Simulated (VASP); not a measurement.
GaN, 2 atoms in the cell. The structure is cubic, space group F-43m (No. 216). Conventional cell: a = 4.369 Å, b = 4.369 Å, c = 4.369 Å, α = 90.00°, β = 90.00°, γ = 90.00°. Within 2.5 Å of Ga (site symmetry -43m) lie 4 N at 1.89 Å. N (site symmetry -43m) has 4 Ga at 1.89 Å within 2.5 Å. 

* Program: VASP 6.6.1
* Task: single point
* Functional: PBEsol
* Potentials or basis: VASP PAW PBE potentials, release 64 (Ga_d, N)
* Cutoff: 520 eV
* k mesh: 10 × 10 × 10
* Occupations: gaussian, width 0.01 eV
* Spin: no spin polarisation
* Dipole correction: no
* Further INCAR settings: ALGO = Normal; EDIFF = 1e-06; NBANDS = 16

Potentials or basis: VASP PAW PBE potentials, release 64 (Ga_d, N).

The run is started by

```sh
$ cat potpaw_PBE.64/Ga_d/POTCAR potpaw_PBE.64/N/POTCAR > POTCAR
$ mpirun -np 1 vasp_std > vasp.out
```

Hardware: 1 thread of Intel(R) Xeon(R) Platinum 8488C (Sapphire Rapids), on a shared host.

Question: Estimate the wall time of this run.

Answer: It took 8.7 s on 1 thread of Intel(R) Xeon(R) Platinum 8488C (Sapphire Rapids) (shared host), peak memory 0.14 GiB. Counts: scf iterations 13, k points 47.
